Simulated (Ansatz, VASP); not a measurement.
## Two plane-wave programs on Al4Ru3

```
CELL_PARAMETERS angstrom
2.11720 1.22237 6.77420
-2.11720 1.22237 6.77420
0.00000 -2.44473 6.77420
ATOMIC_POSITIONS crystal
Al 0.62633 0.62633 0.62633
Al 0.37367 0.37367 0.37367
Al 0.12270 0.12270 0.12270
Al 0.87730 0.87730 0.87730
Ru 0.74898 0.74898 0.74898
Ru 0.25102 0.25102 0.25102
Ru 0.50000 0.50000 0.50000
```

Alike in both runs: task single point; functional PBE; k mesh 6 × 6 × 6; occupations gaussian, width 0.1 eV; collinear spin.

|  | VASP | Ansatz |
| --- | --- | --- |
| version | VASP 6.6.1 | Ansatz 0.2.0 |
| potentials or method | VASP PAW PBE potentials, release 64 (Al, Ru_pv), cutoff 520 eV | scalar-relativistic, plane waves, PAW |
| valence electrons in the cell | 54 | 60 |

|  | VASP | Ansatz | Ansatz less VASP |
| --- | --- | --- | --- |
| gap on the k mesh at the Fermi level (eV) | none | none | - |
| pressure (GPa) | -0.1 | 0.0 | +0.03 |
| traceless stress, the component that is largest in VASP (GPa) | -0.05 | -0.06 | -0.015 |
| rms of the force components (eV/Å) | 0.015 | 0.017 | +0.0014 |
| net moment per atom (μB) | 0.00 | 0.00 | 0.000 |

Atom by atom the forces differ by 0.002 eV/Å (rms over components). A gap of «none» marks a metal or a gap that the smearing closes. The functional is the same, so the differences come from potentials, cutoffs and numerics. VASP's potentials hold 54 valence electrons a cell and Ansatz's 60, so a difference there can come from the potentials and not from the codes. Ansatz's warnings: seeded moment not kept.
